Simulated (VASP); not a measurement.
SiF7: single point with PBE

The system is SiF7.

```
CELL_PARAMETERS angstrom
1.81453 -4.72817 0.00000
1.81453 4.72817 0.00000
0.00000 0.00000 8.54997
ATOMIC_POSITIONS crystal
Si 0.00000 0.00000 0.00000
F 0.12333 0.87667 0.86211
F 0.87667 0.12333 0.86211
F 0.87667 0.12333 0.13789
F 0.12333 0.87667 0.13789
F 0.50000 0.50000 0.41798
F 0.50000 0.50000 0.58202
F 0.50000 0.50000 0.00000
```

The cell was built from a structure type or drawn by symmetry, and may not be a known phase.

- Program: VASP 6.6.1
- Task: single point
- Functional: PBE
- Potentials or basis: VASP PAW PBE potentials, release 64 (Si, F)
- Cutoff: 600 eV
- k mesh: 6 × 6 × 2
- Occupations: gaussian, width 0.1 eV
- Spin: collinear spin
- Starting moments: [0.0, 1.0, 1.0, 1.0, 1.0, 1.0, 1.0, 1.0] μB

```yaml
Pressure: 0.4 GPa
Largest_force: 0.453 eV/Å
Band_gap_on_the_k_mesh: 0.08 eV
Net_moment: -1.00 μB per cell
Site_moments: Si +0.01; F -0.21, -0.04, +0.00 (each value once) μB
Valence_electrons_inside_the_program's_atomic_spheres: Si 1.43; F 6.07, 5.87, 6.17 (each value once)
```

Forces on the atoms (eV/Å):
```
Si   0.000  0.000  0.000
F    0.000 -0.103 -0.090
F    0.000  0.103 -0.090
F    0.000  0.103  0.090
F    0.000 -0.103  0.090
F    0.000  0.000 -0.453
F    0.000  0.000  0.453
F    0.000  0.000  0.000
```

Stress tensor (GPa, compression positive):
```
-0.34  0.00  0.00
 0.00  0.66  0.00
 0.00  0.00  0.88
```

Levels at points of the mesh, in eV from the valence-band top:
Spin up:
```tsv
k point	band 22	band 23	band 24	band 25	band 26	band 27	band 28	band 29	band 30	band 31
(0.00, 0.00, 0.00)	-0.76	-0.68	-0.40	-0.09	0.00	0.32	3.58	8.10	9.87	11.22
(0.50, 0.00, 0.00)	-0.63	-0.24	-0.21	-0.08	-0.05	0.22	3.61	11.48	11.75	12.12
(0.50, 0.50, 0.00)	-0.87	-0.74	-0.57	-0.13	0.00	0.12	3.59	9.36	10.31	11.40
(0.00, 0.00, 0.50)	-0.76	-0.69	-0.40	-0.06	0.00	0.30	3.55	8.47	9.08	11.83
(0.50, 0.00, 0.50)	-0.63	-0.24	-0.24	-0.14	-0.03	0.22	3.60	11.76	11.80	12.19
(0.50, 0.50, 0.50)	-0.88	-0.72	-0.57	-0.08	0.00	0.08	3.57	9.43	10.51	11.30
```
Spin down:
```csv
k point,band 25,band 26,band 27,band 28,band 29,band 30
"(0.00, 0.00, 0.00)",-0.59,-0.15,-0.10,3.54,8.04,9.82
"(0.50, 0.00, 0.00)",-0.32,-0.22,-0.15,3.56,11.42,11.73
"(0.50, 0.50, 0.00)",-0.77,-0.17,-0.10,3.54,9.28,10.28
"(0.00, 0.00, 0.50)",-0.57,-0.17,-0.10,3.51,8.40,9.04
"(0.50, 0.00, 0.50)",-0.31,-0.24,-0.14,3.56,11.73,11.74
"(0.50, 0.50, 0.50)",-0.77,-0.18,-0.10,3.52,9.34,10.49
```

Wall time 12 min on 1 thread of AMD EPYC 9R45 96-Core Processor (Zen 5) (shared host), peak memory 0.53 GiB.

A k mesh can miss the band edges.
